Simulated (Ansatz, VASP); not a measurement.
## Two plane-wave programs on AlNi

```
Al Ni
1.0
     1.93869   -1.95319    0.00000
     1.93869    1.95319    0.00000
     0.00000    0.00000    3.09943
Al Ni
1 1
Cartesian
  0.0000 0.0000 0.0000
  1.9387 0.0000 1.5497
```

Alike in both runs: task single point; functional PBEsol; k mesh 16 × 16 × 14; occupations fermi-dirac, width 0.1 eV; no spin polarisation.

```csv
,VASP,Ansatz
version,VASP 6.6.1,Ansatz 0.2.0
potentials or method,"VASP PAW PBE potentials, release 64 (Al, Ni), cutoff 520 eV","scalar-relativistic, plane waves, PAW"
valence electrons in the cell,13,21
```

```csv
,VASP,Ansatz,Ansatz less VASP
gap on the k mesh at the Fermi level (eV),none,none,-
pressure (GPa),0.6,0.5,-0.13
"traceless stress, the component that is largest in VASP (GPa)",-4.42,-4.27,+0.144
```

VASP's potentials were made for PBE, not for PBEsol. A gap of «none» marks a metal or a gap that the smearing closes. The functional is the same, so the differences come from potentials, cutoffs and numerics. VASP's potentials hold 13 valence electrons a cell and Ansatz's 21, so a difference there can come from the potentials and not from the codes.
